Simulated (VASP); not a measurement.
# TiC (dsol) (Fm-3m) in VASP: notebook

The runs below take TiC (dsol) through single point, relaxation of cell and atoms, with PBEsol.

All numbers are computed with VASP 6.6.1; they aren't measurements. Logs are shortened: lines on timing, memory, paths and dates and some standing lists are left out, and cuts for length are marked.

## Step 1: The cell of the first run

Symmetry: Fm-3m, No. 225, cubic system. Conventional cell: a = 4.293 Å, b = 4.293 Å, c = 4.293 Å, α = 90.00°, β = 90.00°, γ = 90.00°. Ti (site symmetry m-3m) has 6 C at 2.15 Å within 2.8 Å. C (site symmetry m-3m) has 6 Ti at 2.15 Å within 2.8 Å.

## Step 2: Single point, PBEsol

Contents of INCAR:

```
SYSTEM = TiC
  ALGO = Normal
  EDIFF = 1E-6
  ENCUT = 520
  GGA = PS
  ISIF = 2
  ISMEAR = -1
  LASPH = .TRUE.
  LCHARG = .FALSE.
  LREAL = .FALSE.
  LWAVE = .FALSE.
  NBANDS = 15
  NELM = 60
  PREC = Accurate
  SIGMA = 0.15
```

Contents of KPOINTS:

```
k-points
0
G
  16 16 16
  0 0 0
```

Contents of POSCAR:

```
TiC
1.0
    0.0000000000      2.1466417719      2.1466417719
    2.1466417719      0.0000000000      2.1466417719
    2.1466417719      2.1466417719      0.0000000000
Ti C
1 1
Direct
    0.0000000000      0.0000000000      0.0000000000
    0.5000000000      0.5000000000      0.5000000000
```

Potentials or basis: VASP PAW PBE potentials, release 64 (Ti_sv, C).

Launch:

```sh
cat potpaw_PBE.64/Ti_sv/POTCAR potpaw_PBE.64/C/POTCAR > POTCAR
mpirun -np 1 vasp_std > vasp.out
```

OUTCAR:

```text
SYSTEM = TiC
   EDIFF = 1E-6
   ENCUT = 520
   GGA = PS
   ISIF = 2
   ISMEAR = -1
   LASPH = .TRUE.
   LREAL = .FALSE.
   NELM = 60
   PREC = Accurate

 ion  position               nearest neighbor table
   1  0.000  0.000  0.000-   2 2.15   2 2.15   2 2.15   2 2.15   2 2.15   2 2.15
   2  0.500  0.500  0.500-   1 2.15   1 2.15   1 2.15   1 2.15   1 2.15   1 2.15

  LATTYP: Found a face centered cubic cell.
 ALAT       =     4.2932835438

  Lattice vectors:

 A1 = (   0.0000000000,   2.1466417719,   2.1466417719)
 A2 = (   2.1466417719,   0.0000000000,   2.1466417719)
 A3 = (   2.1466417719,   2.1466417719,   0.0000000000)

Analysis of symmetry for initial positions (statically):
=====================================================================
 Subroutine PRICEL returns:
 Original cell was already a primitive cell.

 Routine SETGRP: Setting up the symmetry group for a
 face centered cubic supercell.

 Subroutine GETGRP returns: Found 48 space group operations
 (whereof 48 operations were pure point group operations)
 out of a pool of 48 trial point group operations.

The static configuration has the point symmetry O_h .

Analysis of symmetry for dynamics (positions and initial velocities):
=====================================================================
 Subroutine PRICEL returns:
 Original cell was already a primitive cell.

 Routine SETGRP: Setting up the symmetry group for a
 face centered cubic supercell.

 Subroutine GETGRP returns: Found 48 space group operations
 (whereof 48 operations were pure point group operations)
 out of a pool of 48 trial point group operations.

The dynamic configuration has the point symmetry O_h .

 Subroutine INISYM returns: Found 48 space group operations
 (whereof 48 operations are pure point group operations),
 and found     1 'primitive' translations

----------------------------------------------------------------------------------------

                                     Primitive cell

  volume of cell :      19.7838

  direct lattice vectors                    reciprocal lattice vectors
     0.000000000  2.146641772  2.146641772    -0.232921956  0.232921956  0.232921956
     2.146641772  0.000000000  2.146641772     0.232921956 -0.232921956  0.232921956
     2.146641772  2.146641772  0.000000000     0.232921956  0.232921956 -0.232921956

  length of vectors
     3.035809907  3.035809907  3.035809907     0.403432662  0.403432662  0.403432662

  position of ions in fractional coordinates (direct lattice)
     0.000000000  0.000000000  0.000000000
     0.500000000  0.500000000  0.500000000

  ion indices of the primitive-cell ions
   primitive index   ion index
                 1           1
                 2           2

----------------------------------------------------------------------------------------

 KPOINTS: k-points

Automatic generation of k-mesh.
 Grid dimensions read from file:
 generate k-points for:   16   16   16

 Generating k-lattice:

  Cartesian coordinates                     Fractional coordinates (reciprocal lattice)
    -0.014557622  0.014557622  0.014557622     0.062500000  0.000000000  0.000000000
     0.014557622 -0.014557622  0.014557622     0.000000000  0.062500000  0.000000000
     0.014557622  0.014557622 -0.014557622     0.000000000  0.000000000  0.062500000

  Length of vectors
     0.025214541  0.025214541  0.025214541

  Shift w.r.t. Gamma in fractional coordinates (k-lattice)
     0.000000000  0.000000000  0.000000000

 Subroutine IBZKPT returns following result:
 ===========================================

 Found    145 irreducible k-points:

 Following reciprocal coordinates:
            Coordinates               Weight
  0.000000  0.000000  0.000000      1.000000
  0.062500  0.000000  0.000000      8.000000
  0.125000  0.000000  0.000000      8.000000
  0.187500  0.000000  0.000000      8.000000
  0.250000  0.000000  0.000000      8.000000
  0.312500  0.000000  0.000000      8.000000
[... 16 lines left out ...]
 -0.125000  0.062500  0.000000     24.000000
 -0.062500  0.062500  0.000000     12.000000
 [... further k-points ...]
   k-points           NKPTS =    145   k-points in BZ     NKDIM =    145   number of bands    NBANDS=     15
   number of dos      NEDOS =    301   number of ions     NIONS =      2
   total plane-waves  NPLWV =  13824
   dimension x,y,z NGX =    24 NGY =   24 NGZ =   24
   dimension x,y,z NGXF=    48 NGYF=   48 NGZF=   48
   ions per type =               1   1
   NGX,Y,Z   is equivalent  to a cutoff of  13.14, 13.14, 13.14 a.u.
   NGXF,Y,Z  is equivalent  to a cutoff of  26.29, 26.29, 26.29 a.u.
 SYSTEM =  TiC
   PREC   = accura    normal or accurate (medium, high low for compatibility)
   ISTART =      0    job   : 0-new  1-cont  2-samecut
   ICHARG =      2    charge: 1-file 2-atom 10-const
   ISPIN  =      1    spin polarized calculation?
   LNONCOLLINEAR =      F non collinear calculations
   LSORBIT =      F    spin-orbit coupling
   LASPH  =      T    aspherical Exc in radial PAW
   ENCUT  =  520.0 eV  38.22 Ry    6.18 a.u.   5.64  5.64  5.64*2*pi/ulx,y,z
   NELM   =     60;   NELMIN=  2; NELMDL= -5     # of ELM steps
   EDIFF  = 0.1E-05   stopping-criterion for ELM
   LREAL  =      F    real-space projection
   EDIFFG = 0.1E-04   stopping-criterion for IOM
   NSW    =      0    number of steps for IOM
   IBRION =     -1    ionic relax: 0-MD 1-quasi-New 2-CG
   NFREE  =      0    steps in history (QN), initial steepest desc. (CG)
   ISIF   =      2    stress and relaxation
   ISYM   =      2    0-nonsym 1-usesym 2-fastsym
   POTIM  = 0.5000    time-step for ionic-motion
   TEBEG  =    0.0;   TEEND  =   0.0 temperature during run
   PSTRESS=    0.0 pullay stress
   NELECT =      16.0000    total number of electrons
   NUPDOWN=      -1.0000    fix difference up-down
   EMIN   =  10.00;   EMAX   =-10.00  energy-range for DOS
   EFERMI =   0.00;   METHOD = LEGACY
   ISMEAR =    -1;   SIGMA  =   0.15  broadening in eV -4-tet -1-fermi 0-gaus
   EFERMI_NEDOS =   21; number of points for ismear=-14 and -15
   IALGO  =     38    algorithm
   IMIX   =      4    mixing-type and parameters
     AMIX     =   0.40;   BMIX     =  1.00
     AMIX_MAG =   1.60;   BMIX_MAG =  1.00
  volume/ion in A,a.u.               =       9.89        66.75
  Fermi-wavevector in a.u.,A,eV,Ry     =   1.525265  2.882333 31.653039  2.326433
  Thomas-Fermi vector in A             =   2.633459
   LORBIT       =      0    0 simple, 1 ext, 2 COOP (PROOUT), +10 PAW based schemes
   GGA     = PS    functional components
   LHFCALC =     F    Hartree Fock is set to
   AEXX    =    0.0000 exact exchange contribution
   IVDW    =     0    specifies the selected vdW correction
   LEPSILON=     F    determine dielectric tensor
   LRPA    =     F    only Hartree local field effects (RPA)
 non-spin polarized calculation
  energy-cutoff  :      520.00
  volume of cell :       19.78
 maximum number of plane-waves:       544
   NGX = 11   NGY = 11   NGZ = 11

 number of electron      16.0000003 magnetization

 Free energy of the ion-electron system (eV)
  ---------------------------------------------------
  ext. energy  EPLUGINS =         0.00000000
  ---------------------------------------------------
  free energy    TOTEN  =       -19.81358257 eV

  energy without entropy =      -19.78889160  energy(sigma->0) =      -19.80123708

 E-fermi :   9.6056     XC(G=0): -12.9984

 val. band max:        9.5943073310   @ k =   0.1250   0.1250   0.0000
 cond. band min:       9.6061087433   @ k =   0.1250   0.0625   0.0000
 fundamental gap:      0.0118014123
 Fermi energy:         9.6056142887

 k-point     1 :       0.0000    0.0000    0.0000
  band No.  band energies     occupation
      1     -46.6343      2.00000
      2     -22.7464      2.00000
      3     -22.7464      2.00000
      4     -22.7464      2.00000
      5      -2.8765      2.00000
      6      10.2899      0.02067
      7      10.2899      0.02067
      8      10.2899      0.02067
      9      11.3519      0.00002
     10      11.3519      0.00002
     11      11.3519      0.00002
     12      11.4003      0.00001
     13      11.4003      0.00001
     14      20.4861      0.00000
     15      23.6484      0.00000

 k-point     2 :       0.0625    0.0000    0.0000
  band No.  band energies     occupation
      1     -46.6311      2.00000
      2     -22.7686      2.00000
      3     -22.7484      2.00000
      4     -22.7484      2.00000
      5      -2.7843      2.00000
      6       9.8426      0.34168
      7      10.0953      0.07362
      8      10.0953      0.07362
      9      10.6662      0.00170
     10      10.6662      0.00170
     11      11.5937      0.00000
     12      12.4162      0.00000
     13      12.4162      0.00000
     14      20.6436      0.00000
     15      23.7048      0.00000

 k-point     3 :       0.1250    0.0000    0.0000
  band No.  band energies     occupation
      1     -46.6220      2.00000
      2     -22.8314      2.00000
      3     -22.7542      2.00000
      4     -22.7542      2.00000
      5      -2.5135      2.00000
      6       8.9519      1.97472
      7       9.3207      1.73963
      8       9.3207      1.73963
      9      10.7352      0.00107
     10      10.7352      0.00107
     11      11.9336      0.00000
     12      13.5160      0.00000
     13      13.5160      0.00000
     14      21.0220      0.00000
     15      23.7815      0.00000

 k-point     4 :       0.1875    0.0000    0.0000
  band No.  band energies     occupation
      1     -46.6084      2.00000
      2     -22.9244      2.00000
      3     -22.7629      2.00000
      4     -22.7629      2.00000
      5      -2.0814      2.00000
      6       7.9080      1.99998
      7       8.5395      1.99836
      8       8.5395      1.99836
      9      11.0309      0.00015
     10      11.0309      0.00015
     11      12.2323      0.00000
     12      14.6176      0.00000
     13      14.6176      0.00000
     14      21.2927      0.00000
     15      23.8422      0.00000
[... 307 lines left out ...]
 k-point    22 :      -0.1875    0.0625    0.0000
  band No.  band energies     occupation
      1     -46.6009      2.00000
      2     -22.9632      2.00000
      3     -22.7883      2.00000
      4     -22.7588      2.00000
      5      -1.8402      2.00000
      6       7.4386      2.00000
      7       8.1011      1.99991
      8       8.3594      1.99951
      9      10.9420      0.00027
     10      11.4676      0.00001
     11      12.5061      0.00000
     12      14.3693      0.00000
     13      15.5807      0.00000
     14      21.4028      0.00000
     15      23.8631      0.00000

 k-point    23 :      -0.1250    0.0625    0.0000
  band No.  band energies     occupation
      1     -46.6153      2.00000
      2     -22.8679      2.00000
      3     -22.7749      2.00000
      4     -22.7513      2.00000
      5      -2.3119      2.00000
      6       8.4645      1.99901
      7       8.8001      1.99074
      8       8.9916      1.96718
      9      10.6132      0.00242
     10      11.2033      0.00005
     11      12.2538      0.00000
     12      13.3650      0.00000
     13      14.5183      0.00000
     14      21.2748      0.00000
     15      23.7965      0.00000

 k-point    24 :      -0.0625    0.0625    0.0000
  band No.  band energies     occupation
      1     -46.6260      2.00000
      2     -22.7992      2.00000
      3     -22.7609      2.00000
      4     -22.7476      2.00000
      5      -2.6335      2.00000
      6       9.3849      1.62656
      7       9.5578      1.15816
      8       9.5907      1.04965
      9      10.4059      0.00959
     10      11.0308      0.00015
     11      11.9514      0.00000
     12      12.5485      0.00000
     13      13.4367      0.00000
     14      20.8851      0.00000
     15      23.7696      0.00000

 [... further k-points ...]
[... 5 lines left out ...]
  --------------------------------------------------------------------------------------
  -------------------------------------------------------------------------------------
  Total        0.0429278      0.0429278      0.0429278      0.0000000      0.0000000      0.0000000
  in kB        3.4764891      3.4764891      3.4764891      0.0000000      0.0000000      0.0000000
  external PRESSURE =       3.4764891 kB  Pullay stress =       0.0000000 kB

 VOLUME and BASIS-vectors are now :
 -----------------------------------------------------------------------------
  energy-cutoff  :      520.00
  volume of cell :       19.78
      direct lattice vectors                 reciprocal lattice vectors
     0.000000000  2.146641772  2.146641772    -0.232921956  0.232921956  0.232921956
     2.146641772  0.000000000  2.146641772     0.232921956 -0.232921956  0.232921956
     2.146641772  2.146641772  0.000000000     0.232921956  0.232921956 -0.232921956

 POSITION                                       TOTAL-FORCE (eV/Angst)
 -----------------------------------------------------------------------------------
      0.00000      0.00000      0.00000         0.000000      0.000000      0.000000
      2.14664      2.14664      2.14664        -0.000000     -0.000000     -0.000000
 -----------------------------------------------------------------------------------
    total drift:                                0.000000     -0.000000     -0.000000

  FREE ENERGIE OF THE ION-ELECTRON SYSTEM (eV)
  ---------------------------------------------------
  free  energy   TOTEN  =       -19.8135825699 eV

  energy  without entropy=      -19.7888915975  energy(sigma->0) =      -19.80123708
```

Wall time 15 s (1 thread of Intel Xeon 6975P-C (Granite Rapids), shared host); peak memory 0.16 GiB.

What came out:

| Quantity | Value |
| --- | --- |
| Free energy | -19.8136 eV |
| Pressure | 0.3 GPa |
| Band gap on the k mesh | zero (band 8 reaches 10.29 eV, above the bottom of band 9 at 9.20 eV) |

Levels at points of the mesh, in eV from the Fermi level:
```tsv
k point	band 4	band 5	band 6	band 7	band 8	band 9	band 10	band 11	band 12	band 13
(0.00, 0.00, 0.00)	-32.35	-12.48	0.68	0.68	0.68	1.75	1.75	1.75	1.79	1.79
(0.50, 0.00, 0.00)	-32.41	-8.83	-5.99	-2.97	-2.97	3.04	3.04	4.27	8.32	8.48
(0.50, 0.50, 0.00)	-32.54	-10.16	-3.45	-1.74	0.01	0.01	2.85	3.67	3.67	6.13
```

Caveat: the PAW data sets were made with another functional, which shifts forces and pressure a little.

## Step 3: Relaxation of cell and atoms, PBEsol

This run uses another cell than the first one, of 10.16 Å³/atom, 1.027 times its volume.

Contents of INCAR:

```
PREC = Accurate
ENCUT = 600
EDIFF = 1E-6
ISMEAR = 0
SIGMA = 0.1
LREAL = F
LASPH = T
NELM = 60
ALGO = Normal
ISIF = 3
LWAVE = F
LCHARG = F
GGA = PS
IBRION = 2
NSW = 100
EDIFFG = -0.002
```

Contents of KPOINTS:

```
Automatic mesh
0
Gamma
  14 14 14
```

Contents of POSCAR:

```
TiC
1.0
    0.0000000000      2.1657188400      2.1657188400
    2.1657188400      0.0000000000      2.1657188400
    2.1657188400      2.1657188400      0.0000000000
Ti C
1 1
Direct
    0.0000000000      0.0000000000      0.0000000000
    0.5000000000      0.5000000000      0.5000000000
```

Potentials or basis: VASP PAW PBE potentials, release 64 (Ti_sv, C).

Launch:

```sh
cat potpaw_PBE.64/Ti_sv/POTCAR potpaw_PBE.64/C/POTCAR > POTCAR
mpirun -np 1 vasp_std > vasp.out
```

Wall time 23 s (1 thread of Intel Xeon 6975P-C (Granite Rapids), shared host); peak memory 0.16 GiB.

Results (log left out):

```
Free energy                            : -19.8037 eV
Relaxed volume                         : 9.90 Å³/atom
Relaxed cell                           : a = 3.037 Å, b = 3.037 Å, c = 3.037 Å, α = 60.00°, β = 60.00°, γ = 60.00°
Space group after relaxing (to 0.05 Å) : Fm-3m (No. 225)
Energy gained by relaxing              : 5.5 meV/atom
Ionic steps                            : 3
Pressure after relaxing                : 0.0 GPa
Band gap on the k mesh                 : zero (band 8 reaches 10.28 eV, above the bottom of band 9 at 9.20 eV)
```

The path:
```tsv
step	energy change (eV)	largest force (eV/Å)	pressure (GPa)	volume (Å³)
1	0.0000	0.0000	-6.57	20.32
2	0.0094	0.0000	9.88	19.12
3	-0.0109	0.0000	-0.02	19.80
```

Final structure:
```cif
data_structure
_symmetry_space_group_name_H-M 'P 1'
_symmetry_Int_Tables_number 1
_cell_length_a 3.0366
_cell_length_b 3.0366
_cell_length_c 3.0366
_cell_angle_alpha 60.000
_cell_angle_beta 60.000
_cell_angle_gamma 60.000
_cell_volume 19.80
loop_
_atom_site_label
_atom_site_type_symbol
_atom_site_fract_x
_atom_site_fract_y
_atom_site_fract_z
_atom_site_occupancy
Ti1 Ti 0.00000 0.00000 0.00000 1
C1 C 0.50000 0.50000 0.50000 1
```

Levels at points of the mesh, in eV from the Fermi level:
```csv
k point,band 6,band 7,band 8,band 9,band 10,band 11
"(0.00, 0.00, 0.00)",0.68,0.68,0.68,1.74,1.74,1.74
"(0.50, 0.00, 0.00)",-5.99,-2.97,-2.97,3.03,3.03,4.26
"(0.50, 0.50, 0.00)",-3.45,-1.74,0.01,0.01,2.84,3.66
```

Caveat: the PAW data sets were made with another functional, which shifts forces and pressure a little.

(Continued in part 2 of 2.)
